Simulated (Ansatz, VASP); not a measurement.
Two plane-wave programs on KRu

```xyz
2
Lattice="4.0499 0.0000 0.0000 -2.0250 3.5073 0.0000 0.0000 0.0000 5.7727" Properties=species:S:1:pos:R:3 pbc="T T T"
K     0.0000    2.3382    2.8863
Ru    0.0000    0.0000    0.0000
```

Alike in both runs: task relaxation of cell and atoms; functional PBE; k mesh 6 × 6 × 4; occupations gaussian, width 0.1 eV; no spin polarisation.

|  | VASP | Ansatz |
| --- | --- | --- |
| version | VASP 6.6.1 | Ansatz 0.2.0 |
| potentials or method | VASP PAW PBE potentials, release 64 (K_sv, Ru_pv), cutoff 600 eV | scalar-relativistic, plane waves, PAW |
| valence electrons in the cell | 23 | 25 |

VASP gave:

```
gap on the k mesh at the Fermi level, each at its own relaxed structure (eV) : none
relaxed volume (Å³/atom)                                                     : 19.80
relaxed cell length with the largest relative difference (Å)                 : 2.822
```

Q: What did Ansatz give for the same quantities?

A: gap on the k mesh at the Fermi level, each at its own relaxed structure (eV): none; relaxed volume (Å³/atom): 19.78; relaxed cell length with the largest relative difference (Å): 2.821.

A gap of «none» marks a metal or a gap that the smearing closes. VASP's potentials hold 23 valence electrons a cell and Ansatz's 25, so a difference there can come from the potentials and not from the codes.

Noted on VASP's run: the volume moved by over 15 % at a fixed basis, so the end points are rough.
